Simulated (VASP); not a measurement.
# GaN (I4/mmm) in VASP: a series of runs, part 3 of 3

VASP 6.6.1. The steps go on from the part before.

### Step 6. Single point, r2SCAN (uniaxial z strain +2.0%)

Contents of POSCAR:

```
GaN
1.0
    0.0000000000      2.1085152343      2.1506855390
    2.1085152343      0.0000000000      2.1506855390
    2.1085152343      2.1085152343      0.0000000000
Ga N
1 1
Direct
    0.0000000000      0.0000000000      0.0000000000
    0.5000000000      0.5000000000      0.5000000000
```

Contents of INCAR.step1:

```
SYSTEM = GaN
PREC = Accurate
ENCUT = 910
ISMEAR = 0
SIGMA = 0.01
LREAL = .FALSE.
LASPH = .TRUE.
NELM = 120
NBANDS = 16
GGA = PE
ALGO = Normal
EDIFF = 1E-5
LWAVE = .TRUE.
LCHARG = .FALSE.
GGA_COMPAT = .FALSE.
```

Contents of INCAR.step2:

```
SYSTEM = GaN
PREC = Accurate
ENCUT = 910
EDIFF = 1E-6
ISMEAR = 0
SIGMA = 0.01
LREAL = .FALSE.
LASPH = .TRUE.
NELM = 120
ALGO = Normal
ISIF = 2
LWAVE = .FALSE.
LCHARG = .TRUE.
METAGGA = R2SCAN
LMIXTAU = .TRUE.
LELF = .TRUE.
LVHAR = .TRUE.
NBANDS = 16
ISTART = 1
GGA_COMPAT = .FALSE.
```

Contents of KPOINTS:

```
regular mesh
0
G
  10 10 10
  0 0 0
```

Potentials or basis: VASP PAW PBE potentials, release 64 (Ga_d, N_h).

Command:

```sh
$ cat potpaw_PBE.64/Ga_d/POTCAR potpaw_PBE.64/N_h/POTCAR > POTCAR
$ cp INCAR.step1 INCAR
$ mpirun -np 1 vasp_std > vasp.out
$ cp INCAR.step2 INCAR
$ mpirun -np 1 vasp_std > vasp.out
```

OUTCAR:

```text
SYSTEM = GaN
   PREC = Accurate
   ENCUT = 910
   EDIFF = 1E-6
   ISMEAR = 0
   LREAL = .FALSE.
   LASPH = .TRUE.
   NELM = 120
   ISIF = 2
   METAGGA = R2SCAN
   ISTART = 1

 ion  position               nearest neighbor table
   1  0.000  0.000  0.000-   2 2.11   2 2.11   2 2.11   2 2.11   2 2.15   2 2.15
   2  0.500  0.500  0.500-   1 2.11   1 2.11   1 2.11   1 2.11   1 2.15   1 2.15

  LATTYP: Found a body centered tetragonal cell.
 ALAT       =     2.9818908408
 C/A-ratio  =     1.4424978336

  Lattice vectors:

 A1 = (  -2.1085152343,   0.0000000000,   2.1506855390)
 A2 = (   2.1085152343,   0.0000000000,   2.1506855390)
 A3 = (   0.0000000000,   2.1085152343,  -2.1506855390)

Analysis of symmetry for initial positions (statically):
=====================================================================
 Subroutine PRICEL returns:
 Original cell was already a primitive cell.

 Routine SETGRP: Setting up the symmetry group for a
 body centered tetragonal supercell.

 Subroutine GETGRP returns: Found 16 space group operations
 (whereof 16 operations were pure point group operations)
 out of a pool of 16 trial point group operations.

The static configuration has the point symmetry D_4h.

Analysis of symmetry for dynamics (positions and initial velocities):
=====================================================================
 Subroutine PRICEL returns:
 Original cell was already a primitive cell.

 Routine SETGRP: Setting up the symmetry group for a
 body centered tetragonal supercell.

 Subroutine GETGRP returns: Found 16 space group operations
 (whereof 16 operations were pure point group operations)
 out of a pool of 16 trial point group operations.

The dynamic configuration has the point symmetry D_4h.

 Subroutine INISYM returns: Found 16 space group operations
 (whereof 16 operations are pure point group operations),
 and found     1 'primitive' translations

----------------------------------------------------------------------------------------

                                     Primitive cell

  volume of cell :      19.1232

  direct lattice vectors                    reciprocal lattice vectors
     0.000000000  2.108515234  2.150685539    -0.237133691  0.237133691  0.232484011
     2.108515234  0.000000000  2.150685539     0.237133691 -0.237133691  0.232484011
     2.108515234  2.108515234  0.000000000     0.237133691  0.237133691 -0.232484011

  length of vectors
     3.011857364  3.011857364  2.981890841     0.408060768  0.408060768  0.408060768

  position of ions in fractional coordinates (direct lattice)
     0.000000000  0.000000000  0.000000000
     0.500000000  0.500000000  0.500000000

  ion indices of the primitive-cell ions
   primitive index   ion index
                 1           1
                 2           2

----------------------------------------------------------------------------------------

 KPOINTS: regular mesh

Automatic generation of k-mesh.
 Grid dimensions read from file:
 generate k-points for:   10   10   10

 Generating k-lattice:

  Cartesian coordinates                     Fractional coordinates (reciprocal lattice)
    -0.023713369  0.023713369  0.023248401     0.100000000 -0.000000000  0.000000000
     0.023713369 -0.023713369  0.023248401    -0.000000000  0.100000000  0.000000000
     0.023713369  0.023713369 -0.023248401     0.000000000  0.000000000  0.100000000

  Length of vectors
     0.040806077  0.040806077  0.040806077

  Shift w.r.t. Gamma in fractional coordinates (k-lattice)
     0.000000000  0.000000000  0.000000000

 Subroutine IBZKPT returns following result:
 ===========================================

 Found    102 irreducible k-points:

 Following reciprocal coordinates:
            Coordinates               Weight
  0.000000  0.000000  0.000000      1.000000
  0.100000 -0.000000  0.000000      8.000000
  0.200000 -0.000000  0.000000      8.000000
  0.300000  0.000000  0.000000      8.000000
  0.400000 -0.000000  0.000000      8.000000
  0.500000  0.000000  0.000000      4.000000
[... 16 lines left out ...]
  0.300000  0.300000  0.000000      2.000000
  0.400000  0.300000  0.000000      8.000000
 [... further k-points ...]
   k-points           NKPTS =    102   k-points in BZ     NKDIM =    102   number of bands    NBANDS=     16
   number of dos      NEDOS =    301   number of ions     NIONS =      2
   total plane-waves  NPLWV =  27000
   dimension x,y,z NGX =    30 NGY =   30 NGZ =   30
   dimension x,y,z NGXF=    60 NGYF=   60 NGZF=   60
   ions per type =               1   1
   NGX,Y,Z   is equivalent  to a cutoff of  16.56, 16.56, 16.73 a.u.
   NGXF,Y,Z  is equivalent  to a cutoff of  33.12, 33.12, 33.45 a.u.
 SYSTEM =  GaN
   PREC   = accura    normal or accurate (medium, high low for compatibility)
   ISTART =      1    job   : 0-new  1-cont  2-samecut
   ICHARG =      0    charge: 1-file 2-atom 10-const
   ISPIN  =      1    spin polarized calculation?
   LNONCOLLINEAR =      F non collinear calculations
   LSORBIT =      F    spin-orbit coupling
   LASPH  =      T    aspherical Exc in radial PAW
   ENCUT  =  910.0 eV  66.88 Ry    8.18 a.u.   7.41  7.41  7.33*2*pi/ulx,y,z
   NELM   =    120;   NELMIN=  2; NELMDL=  0     # of ELM steps
   EDIFF  = 0.1E-05   stopping-criterion for ELM
   LREAL  =      F    real-space projection
   EDIFFG = 0.1E-04   stopping-criterion for IOM
   NSW    =      0    number of steps for IOM
   IBRION =     -1    ionic relax: 0-MD 1-quasi-New 2-CG
   NFREE  =      0    steps in history (QN), initial steepest desc. (CG)
   ISIF   =      2    stress and relaxation
   ISYM   =      2    0-nonsym 1-usesym 2-fastsym
   POTIM  = 0.5000    time-step for ionic-motion
   TEBEG  =    0.0;   TEEND  =   0.0 temperature during run
   PSTRESS=    0.0 pullay stress
   NELECT =      18.0000    total number of electrons
   NUPDOWN=      -1.0000    fix difference up-down
   EMIN   =  10.00;   EMAX   =-10.00  energy-range for DOS
   EFERMI =   0.00;   METHOD = LEGACY
   ISMEAR =     0;   SIGMA  =   0.01  broadening in eV -4-tet -1-fermi 0-gaus
   EFERMI_NEDOS =   21; number of points for ismear=-14 and -15
   IALGO  =     38    algorithm
   IMIX   =      4    mixing-type and parameters
     AMIX     =   0.40;   BMIX     =  1.00
     AMIX_MAG =   1.60;   BMIX_MAG =  1.00
  volume/ion in A,a.u.               =       9.56        64.52
  Fermi-wavevector in a.u.,A,eV,Ry     =   1.604398  3.031873 35.022675  2.574094
  Thomas-Fermi vector in A             =   2.700909
   LORBIT       =      0    0 simple, 1 ext, 2 COOP (PROOUT), +10 PAW based schemes
   METAGGA = R2SCAN    functional components
   LHFCALC =     F    Hartree Fock is set to
   AEXX    =    0.0000 exact exchange contribution
   IVDW    =     0    specifies the selected vdW correction
   LEPSILON=     F    determine dielectric tensor
   LRPA    =     F    only Hartree local field effects (RPA)
 non-spin polarized calculation
 Gauss-broadening in eV      SIGMA  =   0.01
  energy-cutoff  :      910.00
  volume of cell :       19.12
 maximum number of plane-waves:      1227
 NGX is ok and might be reduce to    30
   NGX = 15   NGY = 15   NGZ = 15

 number of electron      18.0000003 magnetization

 Free energy of the ion-electron system (eV)
  ---------------------------------------------------
  ext. energy  EPLUGINS =         0.00000000
  ---------------------------------------------------
  free energy    TOTEN  =       -20.96989715 eV

  energy without entropy =      -20.96989715  energy(sigma->0) =      -20.96989715

 E-fermi :   8.0351     XC(G=0): -14.0816

 val. band max:        7.8718117157   @ k =  -0.2000   0.2000   0.0000
 cond. band min:       8.8134313463   @ k =   0.5000   0.0000   0.5000
 fundamental gap:      0.9416196305
 Fermi energy:         8.0350607286

 k-point     1 :       0.0000    0.0000    0.0000
  band No.  band energies     occupation
      1     -10.0873      2.00000
      2      -6.5492      2.00000
      3      -6.5411      2.00000
      4      -6.5411      2.00000
      5      -6.4906      2.00000
      6      -6.4643      2.00000
[... 8 lines left out ...]
     15      24.8686      0.00000
     16      24.8686      0.00000
[... 419 lines left out ...]
 k-point    24 :       0.4000    0.3000    0.0000
  band No.  band energies     occupation
      1      -8.4859      2.00000
      2      -6.6628      2.00000
      3      -6.4320      2.00000
      4      -6.3748      2.00000
      5      -6.3304      2.00000
      6      -5.4097      2.00000
[... 8 lines left out ...]
     15      33.6482      0.00000
     16      34.8428      0.00000

 [... further k-points ...]
[... 5 lines left out ...]
  --------------------------------------------------------------------------------------
  -------------------------------------------------------------------------------------
  Total       -0.3025389     -0.3025389     -0.7003100      0.0000000     -0.0000000      0.0000000
  in kB      -25.3472839    -25.3472839    -58.6733006      0.0000000     -0.0000000      0.0000000
  external PRESSURE =     -36.4559562 kB  Pullay stress =       0.0000000 kB

 VOLUME and BASIS-vectors are now :
 -----------------------------------------------------------------------------
  energy-cutoff  :      910.00
  volume of cell :       19.12
      direct lattice vectors                 reciprocal lattice vectors
     0.000000000  2.108515234  2.150685539    -0.237133691  0.237133691  0.232484011
     2.108515234  0.000000000  2.150685539     0.237133691 -0.237133691  0.232484011
     2.108515234  2.108515234  0.000000000     0.237133691  0.237133691 -0.232484011

 POSITION                                       TOTAL-FORCE (eV/Angst)
 -----------------------------------------------------------------------------------
      0.00000      0.00000      0.00000         0.000000     -0.000000      0.000000
      2.10852      2.10852      2.15069        -0.000000      0.000000     -0.000000
 -----------------------------------------------------------------------------------
    total drift:                               -0.000000      0.000000      0.000000

  FREE ENERGIE OF THE ION-ELECTRON SYSTEM (eV)
  ---------------------------------------------------
  free  energy   TOTEN  =       -20.9698971481 eV

  energy  without entropy=      -20.9698971481  energy(sigma->0) =      -20.96989715
```

Wall time 2.8 min (1 thread of AMD EPYC 9R45 (Zen 5), shared host); peak memory 0.19 GiB.

Results:

| Quantity | Value |
| --- | --- |
| Free energy | -20.9699 eV |
| Pressure | -3.6 GPa |
| Band gap on the k mesh | 0.94 eV (least direct gap 3.03 eV) |

Caveat: the cell differs from its parent crystal (uniaxial z strain +2.0%); the cutoff is under 1.25 times the usual one of these potentials, so pressure, stress and relaxed cells hold a basis-set (Pulay) error; the cell stands under tension; the PAW data sets were made with another functional, which shifts forces and pressure a little. A k mesh can miss the band edges.

### Step 7. The runs side by side

| cell | gap on the mesh (eV) | pressure (GPa) |
| --- | --- | --- |
| a = 2.952, b = 2.952, c = 2.982 Å, angles 59.7, 59.7, 60.7°, 2 atoms | 1.16 | 6.5 |
| a = 2.997, b = 2.997, c = 2.982 Å, angles 60.2, 60.2, 59.7°, 2 atoms | 1.06 | -1.5 |
| a = 2.923, b = 2.923, c = 2.982 Å, angles 59.3, 59.3, 61.3°, 2 atoms | 1.17 | 13.0 |
| a = 2.967, b = 2.967, c = 2.982 Å, angles 59.8, 59.8, 60.3°, 2 atoms | 1.17 | 3.6 |
| a = 3.012, b = 3.012, c = 2.982 Å, angles 60.3, 60.3, 59.3°, 2 atoms | 0.94 | -3.6 |

Alike in all rows: task single point; level r2SCAN; potentials or basis VASP PAW PBE potentials, release 64 (Ga_d, N_h); no spin polarisation; k mesh 10 × 10 × 10; cutoff (eV) 910; smearing gaussian 0.01 eV.

Caveats: the cutoff is under 1.25 times the usual one of these potentials, so pressure, stress and relaxed cells hold a basis-set (Pulay) error; the PAW data sets were made with another functional, which shifts forces and pressure a little; the cell stands under pressure (at least some runs); the cell stands under tension (at least some runs).

Total energies depend on the potentials used, so only differences within one code and one set of settings carry meaning.
